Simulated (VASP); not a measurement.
A run of VASP 6.6.1:

Contents of INCAR:

```
PREC = Accurate
ENCUT = 520
EDIFF = 1E-6
ISMEAR = -1
SIGMA = 0.1
LREAL = F
LASPH = T
NELM = 80
ALGO = Normal
ISIF = 2
LWAVE = F
LCHARG = F
GGA = RP
NBANDS = 18
```

Contents of KPOINTS:

```
Automatic mesh
0
Gamma
  11 11 6
```

File POSCAR:

```
La
1.0
    3.9106478580      0.0000000000      0.0000000000
   -1.9553239290      3.3867203903      0.0000000000
    0.0000000000      0.0000000000      6.2644502798
La
2
Direct
    0.3333333333      0.6666666667      0.2500000000
    0.6666666667      0.3333333333      0.7500000000
```

Potentials or basis: VASP PAW PBE potentials, release 64 (La).

The run is started by

```console
$ cat potpaw_PBE.64/La/POTCAR > POTCAR
$ mpirun -np 1 vasp_std > vasp.out
```

Hardware: 1 thread of AMD EPYC 9R45 96-Core Processor (Zen 5), with other jobs on the host.

**Question.** How long does it take, and how much memory?

**Answer.** Run time: 71 s on 1 thread of AMD EPYC 9R45 96-Core Processor (Zen 5), with other jobs on the host, peak memory 0.23 GiB. Counts: scf iterations 15, k points 64.
